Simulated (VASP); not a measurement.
# SnTe in VASP: single point with PBEsol

Aim: the single point of SnTe with PBEsol.

Everything below comes from runs of VASP 6.6.1. Logs are shortened: lines on timing, memory, paths and dates and some standing lists are left out, and cuts for length are marked.

## 1. The cell of the first run

The cell holds a slab with vacuum, 10 atoms: a = 4.456 Å, b = 4.456 Å, c = 28.603 Å, α = 90.00°, β = 90.00°, γ = 90.00°.

## 2. Single point, PBEsol

File INCAR:

```
SYSTEM = SnTe
ALGO     = Normal         ! electronic algorithm
DIPOL    = 0.5 0.5 0.500
EDIFF    = 1E-7           ! SCF threshold, eV
ENCUT    = 520            ! plane-wave cutoff, eV
GGA      = PS             ! functional
IDIPOL   = 3            
ISIF     = 2              ! what is computed and relaxed
ISMEAR   = 0              ! smearing method
LASPH    = .TRUE.         ! aspherical terms in the spheres
LCHARG   = .FALSE.        ! write CHGCAR
LDIPOL   = .TRUE.       
LREAL    = .FALSE.        ! projectors in reciprocal space
LWAVE    = .FALSE.        ! write WAVECAR
NBANDS   = 61             ! bands
NELM     = 100            ! most SCF steps
PREC     = Accurate       ! precision mode
SIGMA    = 0.05           ! smearing width, eV
```

File KPOINTS:

```
k-points
0
G
  8 8 1
  0 0 0
```

File POSCAR:

```
SnTe
1.0
    4.4559748030      0.0000000000      0.0000000000
    0.0000000000      4.4559748030      0.0000000000
    0.0000000000      0.0000000000     28.6034000000
Sn Te
5 5
Direct
    0.5000000000      0.5000000000      0.2860247395
    1.0000000000      1.0000000000      0.3870064829
    0.5000000000      0.5000000000      0.4999989202
    1.0000000000      1.0000000000      0.6129929807
    0.5000000000      0.5000000000      0.7139742989
    1.0000000000      1.0000000000      0.2814609519
    0.5000000000      0.5000000000      0.3897229789
    1.0000000000      1.0000000000      0.5000016484
    0.5000000000      0.5000000000      0.6102769357
    1.0000000000      1.0000000000      0.7185400630
```

Potentials or basis: VASP PAW PBE potentials, release 64 (Sn_d, Te).

Run with:

```sh
$ cat potpaw_PBE.64/Sn_d/POTCAR potpaw_PBE.64/Te/POTCAR > POTCAR
$ mpirun -np 1 vasp_std > vasp.out
```

OUTCAR:

```text
SYSTEM = SnTe
   EDIFF = 1E-7
   ENCUT = 520
   GGA = PS
   ISIF = 2
   ISMEAR = 0
   LASPH = .TRUE.
   LREAL = .FALSE.
   NELM = 100
   PREC = Accurate

 ion  position               nearest neighbor table
   1  0.500  0.500  0.286-   7 2.97   6 3.15   6 3.15   6 3.15   6 3.15
   2  0.000  0.000  0.387-   6 3.02   7 3.15   7 3.15   7 3.15   7 3.15   8 3.23
   3  0.500  0.500  0.500-   8 3.15   8 3.15   8 3.15   8 3.15   7 3.15   9 3.15
   4  0.000  0.000  0.613-  10 3.02   9 3.15   9 3.15   9 3.15   9 3.15   8 3.23
   5  0.500  0.500  0.714-   9 2.97  10 3.15  10 3.15  10 3.15  10 3.15
   6  0.000  0.000  0.281-   2 3.02   1 3.15   1 3.15   1 3.15   1 3.15
   7  0.500  0.500  0.390-   1 2.97   2 3.15   2 3.15   2 3.15   2 3.15   3 3.15
   8  0.000  0.000  0.500-   3 3.15   3 3.15   3 3.15   3 3.15   4 3.23   2 3.23
   9  0.500  0.500  0.610-   5 2.97   4 3.15   4 3.15   4 3.15   4 3.15   3 3.15
  10  0.000  0.000  0.719-   4 3.02   5 3.15   5 3.15   5 3.15   5 3.15

  LATTYP: Found a simple tetragonal cell.
 ALAT       =     4.4559748030
 C/A-ratio  =     6.4191117016

  Lattice vectors:

 A1 = (   4.4559748030,   0.0000000000,   0.0000000000)
 A2 = (   0.0000000000,   4.4559748030,   0.0000000000)
 A3 = (   0.0000000000,   0.0000000000,  28.6034000000)

Analysis of symmetry for initial positions (statically):
=====================================================================
 Subroutine PRICEL returns:
 Original cell was already a primitive cell.

 Routine SETGRP: Setting up the symmetry group for a
 simple tetragonal supercell.

 Subroutine GETGRP returns: Found 16 space group operations
 (whereof 16 operations were pure point group operations)
 out of a pool of 16 trial point group operations.

The static configuration has the point symmetry D_4h.

Analysis of symmetry for dynamics (positions and initial velocities):
=====================================================================
 Subroutine PRICEL returns:
 Original cell was already a primitive cell.

 Routine SETGRP: Setting up the symmetry group for a
 simple tetragonal supercell.

 Subroutine GETGRP returns: Found 16 space group operations
 (whereof 16 operations were pure point group operations)
 out of a pool of 16 trial point group operations.

The dynamic configuration has the point symmetry D_4h.

 Subroutine INISYM returns: Found 16 space group operations
 (whereof 16 operations are pure point group operations),
 and found     1 'primitive' translations

----------------------------------------------------------------------------------------

                                     Primitive cell

  volume of cell :     567.9409

  direct lattice vectors                    reciprocal lattice vectors
     4.455974803  0.000000000  0.000000000     0.224417786  0.000000000  0.000000000
     0.000000000  4.455974803  0.000000000     0.000000000  0.224417786  0.000000000
     0.000000000  0.000000000 28.603400000     0.000000000  0.000000000  0.034960879

  length of vectors
     4.455974803  4.455974803 28.603400000     0.224417786  0.224417786  0.034960879

  position of ions in fractional coordinates (direct lattice)
     0.500000000  0.500000000  0.286024740
     0.000000000  0.000000000  0.387006483
     0.500000000  0.500000000  0.499998920
     0.000000000  0.000000000  0.612992981
     0.500000000  0.500000000  0.713974299
     0.000000000  0.000000000  0.281460952
     0.500000000  0.500000000  0.389722979
     0.000000000  0.000000000  0.500001648
     0.500000000  0.500000000  0.610276936
     0.000000000  0.000000000  0.718540063

  ion indices of the primitive-cell ions
   primitive index   ion index
                 1           1
                 2           2
                 3           3
                 4           4
                 5           5
                 6           6
                 7           7
                 8           8
                 9           9
                10          10

----------------------------------------------------------------------------------------

 KPOINTS: k-points

Automatic generation of k-mesh.
 Grid dimensions read from file:
 generate k-points for:    8    8    1

 Generating k-lattice:

  Cartesian coordinates                     Fractional coordinates (reciprocal lattice)
     0.028052223  0.000000000  0.000000000     0.125000000  0.000000000  0.000000000
     0.000000000  0.028052223  0.000000000     0.000000000  0.125000000  0.000000000
     0.000000000  0.000000000  0.034960879     0.000000000  0.000000000  1.000000000

  Length of vectors
     0.028052223  0.028052223  0.034960879

  Shift w.r.t. Gamma in fractional coordinates (k-lattice)
     0.000000000  0.000000000  0.000000000

 Subroutine IBZKPT returns following result:
 ===========================================

 Found     15 irreducible k-points:

 Following reciprocal coordinates:
            Coordinates               Weight
  0.000000  0.000000  0.000000      1.000000
  0.125000  0.000000  0.000000      4.000000
  0.250000  0.000000  0.000000      4.000000
  0.375000  0.000000  0.000000      4.000000
  0.500000  0.000000  0.000000      2.000000
  0.125000  0.125000  0.000000      4.000000
  0.250000  0.125000  0.000000      8.000000
  0.375000  0.125000  0.000000      8.000000
  0.500000  0.125000  0.000000      4.000000
  0.250000  0.250000  0.000000      4.000000
  0.375000  0.250000  0.000000      8.000000
  0.500000  0.250000  0.000000      4.000000
  0.375000  0.375000  0.000000      4.000000
  0.500000  0.375000  0.000000      4.000000
  0.500000  0.500000  0.000000      1.000000
   k-points           NKPTS =     15   k-points in BZ     NKDIM =     15   number of bands    NBANDS=     61
   number of dos      NEDOS =    301   number of ions     NIONS =     10
   total plane-waves  NPLWV = 279936
   dimension x,y,z NGX =    36 NGY =   36 NGZ =  216
   dimension x,y,z NGXF=    72 NGYF=   72 NGZF=  432
   ions per type =               5   5
   NGX,Y,Z   is equivalent  to a cutoff of  13.43, 13.43, 12.55 a.u.
   NGXF,Y,Z  is equivalent  to a cutoff of  26.86, 26.86, 25.11 a.u.
 SYSTEM =  SnTe
   PREC   = accura    normal or accurate (medium, high low for compatibility)
   ISTART =      0    job   : 0-new  1-cont  2-samecut
   ICHARG =      2    charge: 1-file 2-atom 10-const
   ISPIN  =      1    spin polarized calculation?
   LNONCOLLINEAR =      F non collinear calculations
   LSORBIT =      F    spin-orbit coupling
   LASPH  =      T    aspherical Exc in radial PAW
   ENCUT  =  520.0 eV  38.22 Ry    6.18 a.u.   8.29  8.29 53.18*2*pi/ulx,y,z
   NELM   =    100;   NELMIN=  2; NELMDL= -5     # of ELM steps
   EDIFF  = 0.1E-06   stopping-criterion for ELM
   LREAL  =      F    real-space projection
   EDIFFG = 0.1E-05   stopping-criterion for IOM
   NSW    =      0    number of steps for IOM
   IBRION =     -1    ionic relax: 0-MD 1-quasi-New 2-CG
   NFREE  =      0    steps in history (QN), initial steepest desc. (CG)
   ISIF   =      2    stress and relaxation
   ISYM   =      2    0-nonsym 1-usesym 2-fastsym
   POTIM  = 0.5000    time-step for ionic-motion
   TEBEG  =    0.0;   TEEND  =   0.0 temperature during run
   PSTRESS=    0.0 pullay stress
   NELECT =     100.0000    total number of electrons
   NUPDOWN=      -1.0000    fix difference up-down
   EMIN   =  10.00;   EMAX   =-10.00  energy-range for DOS
   EFERMI =   0.00;   METHOD = LEGACY
   ISMEAR =     0;   SIGMA  =   0.05  broadening in eV -4-tet -1-fermi 0-gaus
   EFERMI_NEDOS =   21; number of points for ismear=-14 and -15
   IALGO  =     38    algorithm
   IMIX   =      4    mixing-type and parameters
     AMIX     =   0.40;   BMIX     =  1.00
     AMIX_MAG =   1.60;   BMIX_MAG =  1.00
  volume/ion in A,a.u.               =      56.79       383.27
  Fermi-wavevector in a.u.,A,eV,Ry     =   0.917573  1.733961 11.455283  0.841940
  Thomas-Fermi vector in A             =   2.042557
   LORBIT       =      0    0 simple, 1 ext, 2 COOP (PROOUT), +10 PAW based schemes
   GGA     = PS    functional components
   LHFCALC =     F    Hartree Fock is set to
   AEXX    =    0.0000 exact exchange contribution
   IVDW    =     0    specifies the selected vdW correction
   LEPSILON=     F    determine dielectric tensor
   LRPA    =     F    only Hartree local field effects (RPA)
 non-spin polarized calculation
 Gauss-broadening in eV      SIGMA  =   0.05
  energy-cutoff  :      520.00
  volume of cell :      567.94
 maximum number of plane-waves:     15351
 NGX is ok and might be reduce to    36
   NGX = 17   NGY = 17   NGZ =107

 number of electron     100.0000000 magnetization

 dipolmoment           0.000000      0.000000      0.000000 electrons x Angstroem

 number of electron      99.9999975 magnetization

 dipolmoment           0.000000      0.000000     -0.000034 electrons x Angstroem

 Free energy of the ion-electron system (eV)
  ---------------------------------------------------
  ext. energy  EPLUGINS =         0.00000000
  ---------------------------------------------------
  free energy    TOTEN  =       -41.05789570 eV

  energy without entropy =      -41.05789479  energy(sigma->0) =      -41.05789525

 E-fermi :   1.9073     XC(G=0):  -5.6988

 val. band max:        1.7697821057   @ k =   0.5000   0.0000   0.0000
 cond. band min:       2.0448576234   @ k =   0.5000   0.0000   0.0000
 fundamental gap:      0.2750755178
 Fermi energy:         1.9073183723

 k-point     1 :       0.0000    0.0000    0.0000
  band No.  band energies     occupation
      1     -19.9101      2.00000
      2     -19.8809      2.00000
      3     -19.8809      2.00000
      4     -19.8700      2.00000
      5     -19.8679      2.00000
      6     -19.8650      2.00000
[... 949 lines left out ...]
     60       6.4484      0.00000
     61       6.4484      0.00000

------------------------ aborting loop because EDIFF is reached ----------------------------------------

 vacuum level on the upper side and lower side of the slab       (xc-potential included)        -0.092        -0.092

  FORCE on cell =-STRESS in cart. coord.  units (eV):
  Direction    XX          YY          ZZ          XY          YZ          ZX
  --------------------------------------------------------------------------------------
  -------------------------------------------------------------------------------------
  Total       -0.4555459     -0.4555459      0.0415411      0.0000000      0.0000000      0.0000000
  in kB       -1.2851078     -1.2851078      0.1171885      0.0000000      0.0000000      0.0000000
  external PRESSURE =      -0.8176757 kB  Pullay stress =       0.0000000 kB

 VOLUME and BASIS-vectors are now :
 -----------------------------------------------------------------------------
  energy-cutoff  :      520.00
  volume of cell :      567.94
      direct lattice vectors                 reciprocal lattice vectors
     4.455974803  0.000000000  0.000000000     0.224417786  0.000000000  0.000000000
     0.000000000  4.455974803  0.000000000     0.000000000  0.224417786  0.000000000
     0.000000000  0.000000000 28.603400000     0.000000000  0.000000000  0.034960879

 POSITION                                       TOTAL-FORCE (eV/Angst)
 -----------------------------------------------------------------------------------
      2.22799      2.22799      8.18128         0.000000      0.000000     -0.009112
      0.00000      0.00000     11.06970         0.000000      0.000000      0.007033
      2.22799      2.22799     14.30167         0.000000     -0.000000      0.000000
      0.00000      0.00000     17.53368         0.000000     -0.000000     -0.007033
      2.22799      2.22799     20.42209         0.000000     -0.000000      0.009112
      0.00000      0.00000      8.05074         0.000000     -0.000000     -0.008432
      2.22799      2.22799     11.14740         0.000000     -0.000000      0.007682
      0.00000      0.00000     14.30175         0.000000     -0.000000      0.000000
      2.22799      2.22799     17.45600         0.000000      0.000000     -0.007682
      0.00000      0.00000     20.55269         0.000000     -0.000000      0.008432
 -----------------------------------------------------------------------------------
    total drift:                                0.000000      0.000000      0.023287

  FREE ENERGIE OF THE ION-ELECTRON SYSTEM (eV)
  ---------------------------------------------------
  free  energy   TOTEN  =       -41.0578957048 eV

  energy  without entropy=      -41.0578947923  energy(sigma->0) =      -41.05789525

 vacuum level on the upper side and lower side of the slab         5.879         5.879
```

Run time: 25 min. Hardware: 1 thread of Intel Xeon Platinum 8259CL at 2.50GHz (Skylake/Cascade Lake), shared host; peak memory 0.83 GiB.

Results:

```
Free energy            : -41.0579 eV
Largest force          : 0.009 eV/Å
Band gap on the k mesh : 0.28 eV
```

Forces in eV/Å, atoms in the order of the input:
```
Sn   0.000  0.000 -0.009
Sn   0.000  0.000  0.007
Sn   0.000  0.000  0.000
Sn   0.000  0.000 -0.007
Sn   0.000  0.000  0.009
Te   0.000  0.000 -0.008
Te   0.000  0.000  0.008
Te   0.000  0.000  0.000
Te   0.000  0.000 -0.008
Te   0.000  0.000  0.008
```

Levels at points of the mesh, in eV from the valence-band top:
```csv
k point,band 48,band 49,band 50,band 51,band 52,band 53
"(0.00, 0.00, 0.00)",-2.01,-1.45,-0.84,1.11,2.14,2.28
"(0.50, 0.00, 0.00)",-0.47,-0.25,0.00,0.28,0.33,0.59
"(0.50, 0.50, 0.00)",-1.97,-1.92,-0.69,1.00,2.45,2.56
```

Caveat: the PAW data sets were made with another functional, which shifts forces and pressure a little; spin-orbit coupling is left out, which moves the levels of the heavy elements.
